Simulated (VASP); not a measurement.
# LiMg8 in VASP: a series of runs

Runs on LiMg8. Level: LDA. Tasks: single point.

Everything below comes from runs of VASP 6.6.1. Logs are shortened: lines on timing, memory, paths and dates and some standing lists are left out, and cuts for length are marked.

## (1) The cell of the first run

The cell holds a slab with vacuum, 9 atoms: a = 6.293 Å, b = 5.039 Å, c = 19.085 Å, α = 90.00°, β = 90.00°, γ = 90.00°.

## (2) Single point, LDA

File INCAR:

```
SYSTEM = LiMg8
  PREC = Accurate
  ENCUT = 520
  EDIFF = 1E-6
  ISMEAR = 0
  SIGMA = 0.1
  LREAL = .False.
  LASPH = .True.
  NELM = 80
  ALGO = Normal
  ISIF = 2
  LWAVE = .False.
  LCHARG = .True.
  LDIPOL = .True.
  IDIPOL = 3
  DIPOL = 0.5 0.5 0.326
  LELF = .True.
  LVHAR = .True.
  LVACPOTAV = .True.
  NBANDS = 20
```

File KPOINTS:

```
Automatic mesh
0
Gamma
  4 5 1
  0 0 0
```

File POSCAR:

```
LiMg8
1.0
    6.2932257366      0.0000000000      0.0000000000
    0.0000000000      5.0388886594      0.0000000000
    0.0000000000      0.0000000000     19.0846137325
Mg Li
8 1
Direct
    0.0000000000      0.7500000000      0.2095929242
    0.5000000000      0.7500000000      0.2095929242
    0.2500000000      0.2500000000      0.2571887995
    0.7500000000      0.2500000000      0.2571887995
    0.2500000000      0.7500000000      0.3565915112
    0.7500000000      0.7500000000      0.3565915112
    0.0000000000      0.2500000000      0.3974203428
    0.5000000000      0.2500000000      0.3974203428
    0.0625000000      0.6250000000      0.4931695073
```

Potentials or basis: VASP PAW LDA potentials, release 64 (Mg, Li_sv).

Run with:

```sh
> cat potpaw_LDA.64/Mg/POTCAR potpaw_LDA.64/Li_sv/POTCAR > POTCAR
> mpirun -np 1 vasp_std > vasp.out
```

OUTCAR:

```text
SYSTEM = LiMg8
   PREC = Accurate
   ENCUT = 520
   EDIFF = 1E-6
   ISMEAR = 0
   LREAL = .False.
   LASPH = .True.
   NELM = 80
   ISIF = 2

 ion  position               nearest neighbor table
   1  0.000  0.750  0.210-   3 3.11   4 3.11   3 3.11   4 3.11   2 3.15   2 3.15   6 3.22   5 3.22

   2  0.500  0.750  0.210-   3 3.11   4 3.11   3 3.11   4 3.11   1 3.15   1 3.15   6 3.22   5 3.22

   3  0.250  0.250  0.257-   7 3.10   8 3.10   1 3.11   2 3.11   1 3.11   2 3.11   4 3.15   4 3.15
                             5 3.15   5 3.15
   4  0.750  0.250  0.257-   7 3.10   8 3.10   1 3.11   2 3.11   1 3.11   2 3.11   3 3.15   3 3.15
                             6 3.15   6 3.15
   5  0.250  0.750  0.357-   9 2.93   8 3.07   7 3.07   7 3.07   8 3.07   6 3.15   6 3.15   3 3.15
                             3 3.15   2 3.22   1 3.22
   6  0.750  0.750  0.357-   7 3.07   8 3.07   7 3.07   8 3.07   5 3.15   5 3.15   4 3.15   4 3.15
                             1 3.22   2 3.22
   7  0.000  0.250  0.397-   9 2.66   6 3.07   5 3.07   5 3.07   6 3.07   4 3.10   3 3.10   8 3.15
                             8 3.15
   8  0.500  0.250  0.397-   5 3.07   6 3.07   5 3.07   6 3.07   3 3.10   4 3.10   7 3.15   7 3.15

   9  0.062  0.625  0.493-   7 2.66   5 2.93

  LATTYP: Found a simple orthorhombic cell.
 ALAT       =     5.0388886594
 B/A-ratio  =     1.2489312946
 C/A-ratio  =     3.7874648603

  Lattice vectors:

 A1 = (   0.0000000000,  -5.0388886594,   0.0000000000)
 A2 = (   6.2932257366,   0.0000000000,   0.0000000000)
 A3 = (   0.0000000000,   0.0000000000,  19.0846137325)

Analysis of symmetry for initial positions (statically):
=====================================================================
 Subroutine PRICEL returns:
 Original cell was already a primitive cell.

 Routine SETGRP: Setting up the symmetry group for a
 simple orthorhombic supercell.

 Subroutine GETGRP returns: Found  1 space group operations
 (whereof  1 operations were pure point group operations)
 out of a pool of  8 trial point group operations.

The static configuration has the point symmetry C_1 .

Analysis of symmetry for dynamics (positions and initial velocities):
=====================================================================
 Subroutine PRICEL returns:
 Original cell was already a primitive cell.

 Routine SETGRP: Setting up the symmetry group for a
 simple orthorhombic supercell.

 Subroutine GETGRP returns: Found  1 space group operations
 (whereof  1 operations were pure point group operations)
 out of a pool of  8 trial point group operations.
[... 114 lines left out ...]
   EMIN   =  10.00;   EMAX   =-10.00  energy-range for DOS
   EFERMI =   0.00;   METHOD = LEGACY
   ISMEAR =     0;   SIGMA  =   0.10  broadening in eV -4-tet -1-fermi 0-gaus
   EFERMI_NEDOS =   21; number of points for ismear=-14 and -15
   IALGO  =     38    algorithm
   IMIX   =      4    mixing-type and parameters
     AMIX     =   0.40;   BMIX     =  1.00
     AMIX_MAG =   1.60;   BMIX_MAG =  1.00
  volume/ion in A,a.u.               =      67.24       453.78
  Fermi-wavevector in a.u.,A,eV,Ry     =   0.516451  0.975950  3.628964  0.266721
  Thomas-Fermi vector in A             =   1.532387
   LORBIT       =      0    0 simple, 1 ext, 2 COOP (PROOUT), +10 PAW based schemes
   GGA     = CA    functional components
   LHFCALC =     F    Hartree Fock is set to
   AEXX    =    0.0000 exact exchange contribution
   IVDW    =     0    specifies the selected vdW correction
   LEPSILON=     F    determine dielectric tensor
   LRPA    =     F    only Hartree local field effects (RPA)
 non-spin polarized calculation
 Gauss-broadening in eV      SIGMA  =   0.10
  energy-cutoff  :      520.00
  volume of cell :      605.19
 maximum number of plane-waves:     16352
 NGX is ok and might be reduce to    48
   NGX = 23   NGY = 19   NGZ = 71

 dipolmoment           0.000000      0.000000      0.020338 electrons x Angstroem

 number of electron      18.9999995 magnetization

 dipolmoment           0.000000      0.000000     -0.220175 electrons x Angstroem

 Free energy of the ion-electron system (eV)
  ---------------------------------------------------
  ext. energy  EPLUGINS =         0.00000000
  ---------------------------------------------------
  free energy    TOTEN  =       -13.56750844 eV

  energy without entropy =      -13.55636498  energy(sigma->0) =      -13.56193671

 E-fermi :  -1.2996     XC(G=0):  -3.8105

 val. band max:       -1.3147565229   @ k =   0.5000   0.0000   0.0000
 cond. band min:      -1.2366256322   @ k =   0.5000   0.0000   0.0000
 fundamental gap:      0.0781308907
 Fermi energy:        -1.2995544021

 k-point     1 :       0.0000    0.0000    0.0000
  band No.  band energies     occupation
      1     -48.5439      2.00000
      2      -7.5531      2.00000
      3      -5.4672      2.00000
      4      -3.9075      2.00000
      5      -3.7941      2.00000
      6      -2.8260      2.00000
[... 242 lines left out ...]
     19       2.3728      0.00000
     20       2.5575      0.00000

------------------------ aborting loop because EDIFF is reached ----------------------------------------

  FORCE on cell =-STRESS in cart. coord.  units (eV):
  Direction    XX          YY          ZZ          XY          YZ          ZX
  --------------------------------------------------------------------------------------
  -------------------------------------------------------------------------------------
  Total       -2.9412912     -2.4879692     -1.0051819      0.2537853      0.7856134      0.0102044
  in kB       -7.7867667     -6.5866433     -2.6611158      0.6718704      2.0798308      0.0270152
  external PRESSURE =      -5.6781752 kB  Pullay stress =       0.0000000 kB

 VOLUME and BASIS-vectors are now :
 -----------------------------------------------------------------------------
  energy-cutoff  :      520.00
  volume of cell :      605.19
      direct lattice vectors                 reciprocal lattice vectors
     6.293225737  0.000000000  0.000000000     0.158901022  0.000000000  0.000000000
     0.000000000  5.038888659  0.000000000     0.000000000  0.198456459  0.000000000
     0.000000000  0.000000000 19.084613732     0.000000000  0.000000000  0.052398231

 POSITION                                       TOTAL-FORCE (eV/Angst)
 -----------------------------------------------------------------------------------
      0.00000      3.77917      4.00000         0.001351      0.005686      0.237896
      3.14661      3.77917      4.00000        -0.001828      0.010267      0.263474
      1.57331      1.25972      4.90835         0.008310     -0.011656     -0.160263
      4.71992      1.25972      4.90835        -0.014245     -0.009327     -0.141817
      1.57331      3.77917      6.80541         0.068239     -0.004185     -0.125793
      4.71992      3.77917      6.80541         0.014494     -0.030253      0.085529
      0.00000      1.25972      7.58461        -0.058716     -0.425585     -0.272623
      3.14661      1.25972      7.58461        -0.048871      0.049203      0.132563
      0.39333      3.14931      9.41195         0.031266      0.415851     -0.018965
 -----------------------------------------------------------------------------------
    total drift:                               -0.000112     -0.000035      0.000061

  FREE ENERGIE OF THE ION-ELECTRON SYSTEM (eV)
  ---------------------------------------------------
  free  energy   TOTEN  =       -13.5675084367 eV

  energy  without entropy=      -13.5563649850  energy(sigma->0) =      -13.56193671

 vacuum level on the upper side and lower side of the slab         1.190         2.447
```

It took 2.8 min on 1 thread of Intel Xeon Platinum 8488C (Sapphire Rapids), shared host; peak memory 0.48 GiB.

Results:

```
Free energy            : -13.5675 eV
Largest force          : 0.509 eV/Å
Band gap on the k mesh : zero (an odd number of electrons rules out a gap without spin polarisation)
```

Forces in eV/Å, atoms in the order of the input:
```
Mg   0.001  0.006  0.238
Mg  -0.002  0.010  0.263
Mg   0.008 -0.012 -0.160
Mg  -0.014 -0.009 -0.142
Mg   0.068 -0.004 -0.126
Mg   0.014 -0.030  0.086
Mg  -0.059 -0.426 -0.273
Mg  -0.049  0.049  0.133
Li   0.031  0.416 -0.019
```

Caveat: the cutoff is under 1.25 times the usual one of these potentials, so pressure, stress and relaxed cells hold a basis-set (Pulay) error.

## (3) Single point, LDA

File INCAR:

```
SYSTEM = LiMg8
ALGO = Normal
DIPOL = 0.5 0.5 0.329
EDIFF = 1E-7
ENCUT = 520
GGA = CA
IDIPOL = 3
ISIF = 2
ISMEAR = 0
LASPH = .True.
LCHARG = .False.
LDIPOL = .True.
LREAL = .False.
LWAVE = .False.
NBANDS = 20
NELM = 100
PREC = Accurate
SIGMA = 0.1
```

File KPOINTS:

```
k-points
0
Gamma
  4 5 1
  0 0 0
```

Edit POSCAR of step 2 so:

```diff
@@ -16,2 +16,2 @@
     0.5000000000      0.2500000000      0.3974203428
-    0.0625000000      0.6250000000      0.4931695073
+    0.1875000000      0.3750000000      0.5157771904
```

Potentials or basis: VASP PAW LDA potentials, release 64 (Mg, Li_sv).

Run with:

```sh
> cat potpaw_LDA.64/Mg/POTCAR potpaw_LDA.64/Li_sv/POTCAR > POTCAR
> mpirun -np 1 vasp_std > vasp.out
```

OUTCAR:

```text
SYSTEM = LiMg8
   EDIFF = 1E-7
   ENCUT = 520
   GGA = CA
   ISIF = 2
   ISMEAR = 0
   LASPH = .True.
   LREAL = .False.
   NELM = 100
   PREC = Accurate

 ion  position               nearest neighbor table
   1  0.000  0.750  0.210-   3 3.11   4 3.11   3 3.11   4 3.11   2 3.15   2 3.15   6 3.22   5 3.22

   2  0.500  0.750  0.210-   3 3.11   4 3.11   3 3.11   4 3.11   1 3.15   1 3.15   6 3.22   5 3.22

   3  0.250  0.250  0.257-   7 3.10   8 3.10   1 3.11   2 3.11   1 3.11   2 3.11   4 3.15   4 3.15
                             5 3.15   5 3.15
   4  0.750  0.250  0.257-   7 3.10   8 3.10   1 3.11   2 3.11   1 3.11   2 3.11   3 3.15   3 3.15
                             6 3.15   6 3.15
   5  0.250  0.750  0.357-   7 3.07   8 3.07   7 3.07   8 3.07   6 3.15   6 3.15   3 3.15   3 3.15
                             1 3.22   2 3.22
   6  0.750  0.750  0.357-   7 3.07   8 3.07   7 3.07   8 3.07   5 3.15   5 3.15   4 3.15   4 3.15
                             1 3.22   2 3.22
   7  0.000  0.250  0.397-   9 2.63   6 3.07   5 3.07   5 3.07   6 3.07   4 3.10   3 3.10   8 3.15
                             8 3.15
   8  0.500  0.250  0.397-   9 3.06   6 3.07   5 3.07   5 3.07   6 3.07   4 3.10   3 3.10   7 3.15
                             7 3.15
   9  0.188  0.375  0.516-   7 2.63   8 3.06

  LATTYP: Found a simple orthorhombic cell.
[... 448 lines left out ...]

 vacuum level on the upper side and lower side of the slab       (xc-potential included)        -1.036         0.548

  FORCE on cell =-STRESS in cart. coord.  units (eV):
  Direction    XX          YY          ZZ          XY          YZ          ZX
  --------------------------------------------------------------------------------------
  -------------------------------------------------------------------------------------
  Total       -2.1016887     -2.5345647     -1.3627288      0.1605041      0.5966744      0.4912785
  in kB       -5.5640052     -6.7099999     -3.6076848      0.4249180      1.5796342      1.3006094
  external PRESSURE =      -5.2938966 kB  Pullay stress =       0.0000000 kB

 VOLUME and BASIS-vectors are now :
 -----------------------------------------------------------------------------
  energy-cutoff  :      520.00
  volume of cell :      605.19
      direct lattice vectors                 reciprocal lattice vectors
     6.293225737  0.000000000  0.000000000     0.158901022  0.000000000  0.000000000
     0.000000000  5.038888659  0.000000000     0.000000000  0.198456459  0.000000000
     0.000000000  0.000000000 19.084613732     0.000000000  0.000000000  0.052398231

 POSITION                                       TOTAL-FORCE (eV/Angst)
 -----------------------------------------------------------------------------------
      0.00000      3.77917      4.00000         0.013239      0.003320      0.274672
      3.14661      3.77917      4.00000        -0.011518      0.004155      0.287392
      1.57331      1.25972      4.90835        -0.002296     -0.012664     -0.177003
      4.71992      1.25972      4.90835         0.000710     -0.005662     -0.126089
      1.57331      3.77917      6.80541         0.000242     -0.035109      0.121135
      4.71992      3.77917      6.80541         0.002235     -0.017475      0.060301
      0.00000      1.25972      7.58461        -0.260017     -0.160111     -0.464706
      3.14661      1.25972      7.58461         0.038231     -0.012498      0.028200
      1.17998      1.88958      9.84341         0.219173      0.236043     -0.003901
 -----------------------------------------------------------------------------------
    total drift:                                0.000184      0.000073     -0.000375

  FREE ENERGIE OF THE ION-ELECTRON SYSTEM (eV)
  ---------------------------------------------------
  free  energy   TOTEN  =       -13.1999706818 eV

  energy  without entropy=      -13.1871201029  energy(sigma->0) =      -13.19354539

 vacuum level on the upper side and lower side of the slab         0.656         2.285
```

Run time: 2.7 min. Hardware: 1 thread of Intel Xeon Platinum 8488C (Sapphire Rapids), shared host; peak memory 0.48 GiB.

Results:

- Free energy: -13.2000 eV
- Largest force: 0.556 eV/Å
- Band gap on the k mesh: zero (an odd number of electrons rules out a gap without spin polarisation)

Forces on the atoms (eV/Å):
```
Mg   0.013  0.003  0.275
Mg  -0.012  0.004  0.287
Mg  -0.002 -0.013 -0.177
Mg   0.001 -0.006 -0.126
Mg   0.000 -0.035  0.121
Mg   0.002 -0.017  0.060
Mg  -0.260 -0.160 -0.465
Mg   0.038 -0.012  0.028
Li   0.219  0.236 -0.004
```

Levels at points of the mesh, in eV from the Fermi level:
| k point | band 7 | band 8 | band 9 | band 10 | band 11 | band 12 | band 13 | band 14 |
| --- | --- | --- | --- | --- | --- | --- | --- | --- |
| (0.00, 0.00, 0.00) | -0.82 | -0.65 | -0.36 | -0.11 | 0.19 | 1.11 | 1.44 | 1.62 |
| (0.50, 0.00, 0.00) | -0.55 | 0.02 | 0.05 | 0.71 | 0.77 | 0.79 | 1.33 | 1.69 |

Caveat: the cutoff is under 1.25 times the usual one of these potentials, so pressure, stress and relaxed cells hold a basis-set (Pulay) error.

## (4) Single point, LDA

File INCAR:

```
SYSTEM = LiMg8
  PREC = Accurate
  ENCUT = 520
  EDIFF = 1E-6
  ISMEAR = 0
  SIGMA = 0.1
  LREAL = .False.
  LASPH = .True.
  NELM = 80
  ALGO = Normal
  ISIF = 2
  LWAVE = .False.
  LCHARG = .True.
  LDIPOL = .True.
  IDIPOL = 3
  DIPOL = 0.5 0.5 0.326
  LELF = .True.
  LVHAR = .True.
  LVACPOTAV = .True.
  NBANDS = 20
```

File KPOINTS:

```
regular mesh
0
Gamma
  4 5 1
  0 0 0
```

Edit POSCAR of step 3 so:

```diff
@@ -16,2 +16,2 @@
     0.5000000000      0.2500000000      0.3974203428
-    0.1875000000      0.3750000000      0.5157771904
+    0.1875000000      0.6250000000      0.4927938003
```

Run with:

```sh
> cat potpaw_LDA.64/Mg/POTCAR potpaw_LDA.64/Li_sv/POTCAR > POTCAR
> mpirun -np 1 vasp_std > vasp.out
```

Wall time 2.5 min (1 thread of Intel Xeon Platinum 8488C (Sapphire Rapids), shared host); peak memory 0.48 GiB.

It converged, with:

* Free energy: -13.5949 eV
* Largest force: 0.429 eV/Å
* Band gap on the k mesh: zero (an odd number of electrons rules out a gap without spin polarisation)

Forces in eV/Å, atoms in the order of the input:
```
Mg   0.004  0.008  0.242
Mg  -0.005  0.010  0.252
Mg   0.002 -0.017 -0.169
Mg  -0.008 -0.011 -0.123
Mg   0.063  0.049 -0.421
Mg   0.026 -0.027  0.141
Mg  -0.041 -0.184 -0.039
Mg  -0.064 -0.003  0.115
Li   0.023  0.175  0.003
```

Levels at points of the mesh, in eV from the Fermi level:
| k point | band 8 | band 9 | band 10 | band 11 | band 12 | band 13 |
| --- | --- | --- | --- | --- | --- | --- |
| (0.00, 0.00, 0.00) | -0.65 | -0.40 | -0.13 | 0.50 | 1.05 | 1.81 |
| (0.50, 0.00, 0.00) | -0.01 | 0.06 | 0.67 | 0.77 | 1.11 | 1.55 |

Caveat: the cutoff is under 1.25 times the usual one of these potentials, so pressure, stress and relaxed cells hold a basis-set (Pulay) error.

## (5) Summary

```tsv
cell	gap on the mesh (eV)	largest force (eV/Å)
as given, atomic positions A	none	0.51
as given, atomic positions B	none	0.56
as given, atomic positions C	none	0.43
```

Alike in all rows: task single point; level LDA; potentials or basis VASP PAW LDA potentials, release 64 (Mg, Li_sv); no spin polarisation; k mesh 4 × 5 × 1; cutoff (eV) 520; smearing gaussian 0.1 eV.

Caveats: the cutoff is under 1.25 times the usual one of these potentials, so pressure, stress and relaxed cells hold a basis-set (Pulay) error.

Total energies depend on the potentials used, so only differences within one code and one set of settings carry meaning.

The gap in the log of VASP goes by the Fermi energy; the results here count the filled bands.